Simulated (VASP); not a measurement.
Crystal: Fe.

```
Fe
1.0
    -1.44300    1.44300    1.44300
     1.44300   -1.44300    1.44300
     1.44300    1.44300   -1.44300
Fe
1
Direct
  0.00000 0.00000 0.00000
```

Base run:

- Program: VASP 6.6.1
- Functional: RPBE
- Potentials or basis: VASP PAW PBE potentials, release 64 (Fe)
- Cutoff: 520 eV
- k mesh: 13 × 13 × 13
- Occupations: fermi-dirac, width 0.05 eV
- Spin: collinear spin, ferromagnetic start
- Starting moments: [3.0] μB

Its results: pressure -2.9 GPa; net moment 2.34 μB per cell; site moments Fe +2.35 μB.

Question: After a change of settings the same cell gave: pressure -26.7 GPa; net moment 2.16 μB per cell; site moments Fe +2.15 μB. Which change was it?
A. functional from RPBE to r2SCAN50; k mesh from 13 × 13 × 13 to 7 × 7 × 7
B. functional from RPBE to PBE; occupations from fermi-dirac, width 0.05 eV to gaussian, width 0.015 eV
C. functional from RPBE to LDA; potentials or basis from VASP PAW PBE potentials, release 64 (Fe) to VASP PAW LDA potentials, release 64 (Fe)

Answer: C.

Caveats: the PAW data sets were made with another functional, which shifts forces and pressure a little (some runs).
